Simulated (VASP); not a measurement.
Wanted: the native input for a VASP 6.6.1 run.

| Quantity | Value |
| --- | --- |
| Task | single point |
| Functional | PBE |
| Potentials or basis | VASP PAW PBE potentials, release 64 (Au) |
| Cutoff | 520 eV |
| k mesh | 10 × 10 × 10 |
| Occupations | gaussian, width 0.1 eV |
| Spin | no spin polarisation |
| Dipole correction | no |
| Further INCAR settings | ALGO = Fast; EDIFF = 1e-07; NBANDS = 12 |

The structure of Au lies in POSCAR:

```
Au
1.0
   -1.7188750737      1.7188750737      1.5236064787
    1.7188750737     -1.7188750737      1.5236064787
    1.7188750737      1.7188750737     -1.5236064787
Au
1
Direct
    0.0000000000      0.0000000000      0.0000000000
```

These files were run (other wordings do the same):

INCAR

```
SYSTEM = Au
PREC = Accurate
ENCUT = 520
EDIFF = 1E-7
ISMEAR = 0
SIGMA = 0.1
LREAL = .FALSE.
LASPH = .TRUE.
NELM = 60
ALGO = Fast
ISIF = 2
LWAVE = .FALSE.
LCHARG = .FALSE.
GGA = PE
NBANDS = 12
```

KPOINTS

```
Automatic mesh
0
G
  10 10 10
  0 0 0
```

Potentials or basis: VASP PAW PBE potentials, release 64 (Au).

Launch:

```bash
$ cat potpaw_PBE.64/Au/POTCAR > POTCAR
$ mpirun -np 1 vasp_std > vasp.out
```

It gave:

```json
{
  "Pressure": "0.0 GPa"
}
```

It took 17 s on 1 thread of Intel(R) Xeon(R) Platinum 8375C CPU @ 2.90GHz (Ice Lake), with other jobs on the host, peak memory 0.15 GiB.
